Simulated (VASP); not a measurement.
Set up this calculation in VASP 6.6.1, as the native input.

```
Task                   : single point
Functional             : r2SCAN
Potentials or basis    : VASP PAW PBE potentials, release 64 (Ge_d)
Cutoff                 : 520 eV
k mesh                 : 12 × 12 × 6
Occupations            : gaussian, width 0.03 eV
Spin                   : no spin polarisation
Dipole correction      : no
Further INCAR settings : ALGO = Normal; EDIFF = 1e-06; NBANDS = 36
```

The system is Ge.

```
Ge
1.0
     3.93571    0.00000    0.00000
    -1.96786    3.40843    0.00000
     0.00000    0.00000    6.40463
Ge
4
Direct
  0.66667 0.33333 0.06298
  0.33333 0.66667 0.56298
  0.66667 0.33333 0.43702
  0.33333 0.66667 0.93702
```

This cell differs from its parent crystal: strain -0.015 along x and y, -0.030 along z.

One way to write it, as run:

POSCAR

```
Ge
1.0
    3.9357139709      0.0000000000      0.0000000000
   -1.9678569854      3.4084282808      0.0000000000
    0.0000000000      0.0000000000      6.4046296298
Ge
4
Direct
    0.6666666667      0.3333333333      0.0629814339
    0.3333333333      0.6666666667      0.5629814339
    0.6666666667      0.3333333333      0.4370185661
    0.3333333333      0.6666666667      0.9370185661
```

INCAR.step1

```
  PREC = Accurate
  ENCUT = 520
  ISMEAR = 0
  SIGMA = 0.03
  LREAL = F
  LASPH = T
  NELM = 100
  NBANDS = 36
  GGA = PE
  ALGO = Normal
  EDIFF = 1E-4
  LWAVE = T
  LCHARG = F
```

INCAR.step2

```
  PREC = Accurate
  ENCUT = 520
  EDIFF = 1E-6
  ISMEAR = 0
  SIGMA = 0.03
  LREAL = F
  LASPH = T
  NELM = 100
  ALGO = Normal
  ISIF = 2
  LWAVE = F
  LCHARG = F
  METAGGA = R2SCAN
  LMIXTAU = T
  NBANDS = 36
  ISTART = 1
```

KPOINTS

```
regular mesh
0
Gamma
  12 12 6
```

Potentials or basis: VASP PAW PBE potentials, release 64 (Ge_d).

Launch:

```bash
$ cat potpaw_PBE.64/Ge_d/POTCAR > POTCAR
$ cp INCAR.step1 INCAR
$ mpirun -np 1 vasp_std > vasp.out
$ cp INCAR.step2 INCAR
$ mpirun -np 1 vasp_std > vasp.out
```

It gave:

```yaml
Pressure: 5.1 GPa
Largest_force: 0.150 eV/Å
Band_gap_on_the_k_mesh: 0.07 eV, direct
```

Caveat: the cell differs from its parent crystal (strain -0.015 along x and y, -0.030 along z); the PAW data sets were made with another functional, which shifts forces and pressure a little.

It took 11 min on 1 thread of Oxide Virtual Turin-like Processor, on a shared host, peak memory 0.28 GiB.
